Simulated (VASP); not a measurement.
# K (P6_3/mmc) in VASP: a series of runs

K is run at these levels: PBE; tasks: relaxation of cell and atoms.

Program: VASP 6.6.1. These are calculated values, not measurements. Logs are shortened: lines on timing, memory, paths and dates and some standing lists are left out, and cuts for length are marked.

## Step 1: The cell of the first run

The structure is hexagonal, space group P6_3/mmc (No. 194). The conventional cell has a = 4.367 Å, b = 4.367 Å, c = 7.074 Å, α = 90.00°, β = 90.00°, γ = 120.00°. Within 5.7 Å of K (site symmetry -6m2) lie 12 K at 4.34 to 4.37 Å.

This isn't the form of K at room conditions, which is bcc.

## Step 2: Relaxation of cell and atoms, PBE, target pressure 1.3 GPa, at which the enthalpy is minimised

Contents of INCAR:

```
SYSTEM = K
  PREC = Accurate
  ENCUT = 600
  EDIFF = 1E-6
  ISMEAR = -1
  SIGMA = 0.05
  LREAL = .False.
  LASPH = .True.
  NELM = 80
  ALGO = Normal
  ISIF = 3
  LWAVE = .False.
  LCHARG = .False.
  GGA = PE
  IBRION = 2
  NSW = 60
  EDIFFG = -0.005
  PSTRESS = 13.0
```

Contents of KPOINTS:

```
Automatic mesh
0
Gamma
  10 10 6
  0 0 0
```

Contents of POSCAR:

```
K
1.0
    4.3665806013      0.0000000000      0.0000000000
   -2.1832903006      3.7815697284      0.0000000000
    0.0000000000      0.0000000000      7.0738605741
K
2
Direct
    0.3333333333      0.6666666667      0.2500000000
    0.6666666667      0.3333333333      0.7500000000
```

Potentials or basis: VASP PAW PBE potentials, release 64 (K_sv).

The run is started by

```bash
$ cat potpaw_PBE.64/K_sv/POTCAR > POTCAR
$ mpirun -np 1 vasp_std > vasp.out
```

OUTCAR:

```text
SYSTEM = K
   PREC = Accurate
   ENCUT = 600
   EDIFF = 1E-6
   ISMEAR = -1
   LREAL = .False.
   LASPH = .True.
   NELM = 80
   ISIF = 3
   GGA = PE
   IBRION = 2
   NSW = 60
   EDIFFG = -0.005
   PSTRESS = 13.0

 ion  position               nearest neighbor table
   1  0.333  0.667  0.250-
   2  0.667  0.333  0.750-

  LATTYP: Found a hexagonal cell.
 ALAT       =     4.3665806013
 C/A-ratio  =     1.6200000000

  Lattice vectors:

 A1 = (   4.3665806013,   0.0000000000,   0.0000000000)
 A2 = (  -2.1832903006,   3.7815697284,   0.0000000000)
 A3 = (   0.0000000000,   0.0000000000,   7.0738605741)

Analysis of symmetry for initial positions (statically):
=====================================================================
 Subroutine PRICEL returns:
 Original cell was already a primitive cell.

 Routine SETGRP: Setting up the symmetry group for a
 hexagonal supercell.

 Subroutine GETGRP returns: Found 24 space group operations
 (whereof 12 operations were pure point group operations)
 out of a pool of 24 trial point group operations.

The static configuration has the point symmetry D_3d.
 The point group associated with its full space group is D_6h.

Analysis of symmetry for dynamics (positions and initial velocities):
=====================================================================
 Subroutine PRICEL returns:
 Original cell was already a primitive cell.

 Routine SETGRP: Setting up the symmetry group for a
 hexagonal supercell.

 Subroutine GETGRP returns: Found 24 space group operations
 (whereof 12 operations were pure point group operations)
 out of a pool of 24 trial point group operations.

The dynamic configuration has the point symmetry D_3d.
 The point group associated with its full space group is D_6h.

 Subroutine INISYM returns: Found 24 space group operations
 (whereof 12 operations are pure point group operations),
 and found     1 'primitive' translations

----------------------------------------------------------------------------------------

                                     Primitive cell

  volume of cell :     116.8073

  direct lattice vectors                    reciprocal lattice vectors
     4.366580601  0.000000000  0.000000000     0.229012147  0.132220225  0.000000000
    -2.183290301  3.781569728  0.000000000     0.000000000  0.264440450  0.000000000
     0.000000000  0.000000000  7.073860574     0.000000000  0.000000000  0.141365523

[... 88 lines left out ...]
   NFREE  =      1    steps in history (QN), initial steepest desc. (CG)
   ISIF   =      3    stress and relaxation
   ISYM   =      2    0-nonsym 1-usesym 2-fastsym
   POTIM  = 0.5000    time-step for ionic-motion
   TEBEG  =    0.0;   TEEND  =   0.0 temperature during run
   PSTRESS=   13.0 pullay stress
   NELECT =      18.0000    total number of electrons
   NUPDOWN=      -1.0000    fix difference up-down
   EMIN   =  10.00;   EMAX   =-10.00  energy-range for DOS
   EFERMI =   0.00;   METHOD = LEGACY
   ISMEAR =    -1;   SIGMA  =   0.05  broadening in eV -4-tet -1-fermi 0-gaus
   EFERMI_NEDOS =   21; number of points for ismear=-14 and -15
   IALGO  =     38    algorithm
   IMIX   =      4    mixing-type and parameters
     AMIX     =   0.40;   BMIX     =  1.00
     AMIX_MAG =   1.60;   BMIX_MAG =  1.00
  volume/ion in A,a.u.               =      58.40       394.13
  Fermi-wavevector in a.u.,A,eV,Ry     =   0.877692  1.658598 10.481164  0.770344
  Thomas-Fermi vector in A             =   1.997676
   LORBIT       =      0    0 simple, 1 ext, 2 COOP (PROOUT), +10 PAW based schemes
   GGA     = PE    functional components
   LHFCALC =     F    Hartree Fock is set to
   AEXX    =    0.0000 exact exchange contribution
   IVDW    =     0    specifies the selected vdW correction
   LEPSILON=     F    determine dielectric tensor
   LRPA    =     F    only Hartree local field effects (RPA)
 conjugate gradient relaxation of ions
 non-spin polarized calculation
  energy-cutoff  :      600.00
  volume of cell :      116.81
 maximum number of plane-waves:      3923
 NGX is ok and might be reduce to    36
   NGX = 17   NGY = 17   NGZ = 29

 number of electron      18.0000000 magnetization

 Free energy of the ion-electron system (eV)
  ---------------------------------------------------
  ext. energy  EPLUGINS =         0.00000000
  ---------------------------------------------------
  free energy    TOTEN  =        -1.99656980 eV

  energy without entropy =       -1.98562988  energy(sigma->0) =       -1.99109984

 E-fermi :   0.4474     XC(G=0):  -6.2400

 val. band max:        0.4003949095   @ k =   0.3000   0.2000   0.3333
 cond. band min:       0.4638163092   @ k =   0.4000  -0.0000   0.5000
 fundamental gap:      0.0634213996
 Fermi energy:         0.4474062536

 k-point     1 :       0.0000    0.0000    0.0000
  band No.  band energies     occupation
      1     -31.5691      2.00000
      2     -31.5576      2.00000
      3     -15.1441      2.00000
      4     -15.0142      2.00000
      5     -15.0142      2.00000
      6     -14.9938      2.00000
      7     -14.9938      2.00000
      8     -14.9930      2.00000
      9      -2.0433      2.00000
     10       0.7849      0.00234
     11       1.1595      0.00000
     12       4.7116      0.00000
     13       4.7338      0.00000
[... 354 lines left out ...]
  band No.  band energies     occupation
      1     -31.5579      2.00000
      2     -31.5546      2.00000
      3     -15.1258      2.00000
      4     -15.1038      2.00000
      5     -15.0678      2.00000
      6     -15.0482      2.00000
      7     -15.0279      2.00000
      8     -15.0187      2.00000
      9       0.3587      1.70973
     10       1.2305      0.00000
     11       1.7901      0.00000
     12       2.3266      0.00000
     13       3.0960      0.00000

 [... further k-points ...]
[... 5 lines left out ...]
  --------------------------------------------------------------------------------------
  -------------------------------------------------------------------------------------
  Total        0.9557992      0.9557992      0.9574689      0.0000000     -0.0000000      0.0000000
  in kB       13.1101341     13.1101341     13.1330366      0.0000000     -0.0000000      0.0000000
  external PRESSURE =       0.1177683 kB  Pullay stress =      13.0000000 kB

 VOLUME and BASIS-vectors are now :
 -----------------------------------------------------------------------------
  energy-cutoff  :      600.00
  volume of cell :      116.81
      direct lattice vectors                 reciprocal lattice vectors
     4.366580601  0.000000000  0.000000000     0.229012147  0.132220225  0.000000000
    -2.183290301  3.781569728  0.000000000     0.000000000  0.264440450  0.000000000
     0.000000000  0.000000000  7.073860574     0.000000000  0.000000000  0.141365523

 POSITION                                       TOTAL-FORCE (eV/Angst)
 -----------------------------------------------------------------------------------
     -0.00000      2.52105      1.76847         0.000000      0.000000      0.000000
      2.18329      1.26052      5.30540        -0.000000     -0.000000      0.000000
 -----------------------------------------------------------------------------------
    total drift:                               -0.000000      0.000000     -0.000000

  FREE ENERGIE OF THE ION-ELECTRON SYSTEM (eV)
  ---------------------------------------------------
  free  energy   TOTEN  =        -1.9965697996 eV

  energy  without entropy=       -1.9856298819  energy(sigma->0) =       -1.99109984

  enthalpy is  TOTEN    =        -1.0488000143 eV   P V=        0.9477697853

 reached required accuracy - stopping structural energy minimisation
```

OSZICAR:

```text
N       E                     dE             d eps       ncg     rms          rms(c)
DAV:   1     0.128181952823E+03    0.12818E+03   -0.86849E+03  1456   0.127E+03
DAV:   2     0.798613320113E+01   -0.12020E+03   -0.11767E+03  1657   0.333E+02
DAV:   3    -0.951543897211E+00   -0.89377E+01   -0.88598E+01  2259   0.723E+01
DAV:   4    -0.198777660622E+01   -0.10362E+01   -0.10352E+01  2384   0.145E+01
DAV:   5    -0.199763883521E+01   -0.98622E-02   -0.98604E-02  2101   0.152E+00    0.380E+00
DAV:   6    -0.199609615706E+01    0.15427E-02   -0.51116E-03  2088   0.597E-01    0.238E+00
DAV:   7    -0.199648761198E+01   -0.39145E-03   -0.81898E-03  1936   0.668E-01    0.111E-01
DAV:   8    -0.199654617780E+01   -0.58566E-04   -0.10973E-03  2183   0.326E-01    0.419E-02
DAV:   9    -0.199656097975E+01   -0.14802E-04   -0.24058E-05  2157   0.392E-02    0.219E-02
DAV:  10    -0.199657004800E+01   -0.90682E-05   -0.11868E-05  2129   0.272E-02    0.475E-03
DAV:  11    -0.199656979958E+01    0.24841E-06   -0.26168E-07  1338   0.506E-03
   1 F= -.10488000E+01 E0= -.10433301E+01  d E =-.104880E+01
```

CONTCAR:

```text
K
   1.00000000000000
     4.3665806012999999    0.0000000000000000    0.0000000000000000
    -2.1832903006000000    3.7815697284000001    0.0000000000000000
     0.0000000000000000    0.0000000000000000    7.0738605741000002
  K
     2
Direct
     0.3333333332999970    0.6666666667000030    0.2500000000000000
     0.6666666667000030    0.3333333332999970    0.7500000000000000

  0.00000000E+00  0.00000000E+00  0.00000000E+00
  0.00000000E+00  0.00000000E+00  0.00000000E+00
```

Run time: 37 s. Hardware: 1 thread of Intel Xeon 6975P-C (Granite Rapids), shared host; peak memory 0.29 GiB.

Results:

```
Free energy             : -1.9966 eV
Pressure after relaxing : 1.3 GPa
Band gap on the k mesh  : zero (bands 9 and 10 overlap by 2.58 eV)
```

Final structure:
```
CELL_PARAMETERS angstrom
4.36658 0.00000 0.00000
-2.18329 3.78157 0.00000
0.00000 0.00000 7.07386
ATOMIC_POSITIONS crystal
K 0.33333 0.66667 0.25000
K 0.66667 0.33333 0.75000
```

Levels at points of the mesh, in eV from the Fermi level:
```
           k point  band 7  band 8  band 9  band 10  band 11  band 12
(0.00, 0.00, 0.00)  -15.44  -15.44   -2.49     0.34     0.71     4.26
(0.50, 0.00, 0.00)  -15.48  -15.46    0.14     0.29     1.58     1.94
(0.00, 0.00, 0.50)  -15.45  -15.45   -1.63    -1.63     2.94     2.94
(0.50, 0.00, 0.50)  -15.48  -15.48    0.58     0.58     1.05     1.05
```

Caveat: the cell is relaxed towards a set pressure, so the run minimises the enthalpy, not the energy.

## Step 3: Relaxation of cell and atoms, PBE, target pressure 1.3 GPa, at which the enthalpy is minimised

Contents of INCAR:

```
PREC = Accurate ; ENCUT = 600
EDIFF = 1E-6 ; ISMEAR = -1
SIGMA = 0.05 ; LREAL = F
LASPH = T ; NELM = 80
ALGO = Normal ; ISIF = 3
LWAVE = F ; LCHARG = F
GGA = PE ; IBRION = 2
NSW = 32 ; EDIFFG = -0.005
PSTRESS = 13.0
```

Contents of KPOINTS:

```
regular mesh
0
Gamma
  10 10 6
```

POSCAR is that of step 2.

Potentials or basis: VASP PAW PBE potentials, release 64 (K_sv).

The run is started by

```bash
$ cat potpaw_PBE.64/K_sv/POTCAR > POTCAR
$ mpirun -np 1 vasp_std > vasp.out
```

It took 36 s on 1 thread of Intel Xeon 6975P-C (Granite Rapids), shared host; peak memory 0.3 GiB.

The run converged. Its results:

```
Free energy             : -1.9966 eV
Pressure after relaxing : 1.3 GPa
Band gap on the k mesh  : zero (bands 9 and 10 overlap by 2.58 eV)
```

Final structure:
```xyz
2
Lattice="4.3666 0.0000 0.0000 -2.1833 3.7816 0.0000 0.0000 0.0000 7.0739" Properties=species:S:1:pos:R:3 pbc="T T T"
K     0.0000    2.5210    1.7685
K     2.1833    1.2605    5.3054
```

Levels at points of the mesh, in eV from the Fermi level:
| k point | band 6 | band 7 | band 8 | band 9 | band 10 | band 11 | band 12 | band 13 |
| --- | --- | --- | --- | --- | --- | --- | --- | --- |
| (0.00, 0.00, 0.00) | -15.44 | -15.44 | -15.44 | -2.49 | 0.34 | 0.71 | 4.26 | 4.29 |
| (0.50, 0.00, 0.00) | -15.49 | -15.48 | -15.46 | 0.14 | 0.29 | 1.58 | 1.94 | 2.59 |
| (0.00, 0.00, 0.50) | -15.45 | -15.45 | -15.45 | -1.63 | -1.63 | 2.94 | 2.94 | 4.30 |
| (0.50, 0.00, 0.50) | -15.48 | -15.48 | -15.48 | 0.58 | 0.58 | 1.05 | 1.05 | 3.16 |

Caveat: the cell is relaxed towards a set pressure, so the run minimises the enthalpy, not the energy.

The gap in the log of VASP goes by the Fermi energy; the results here count the filled bands.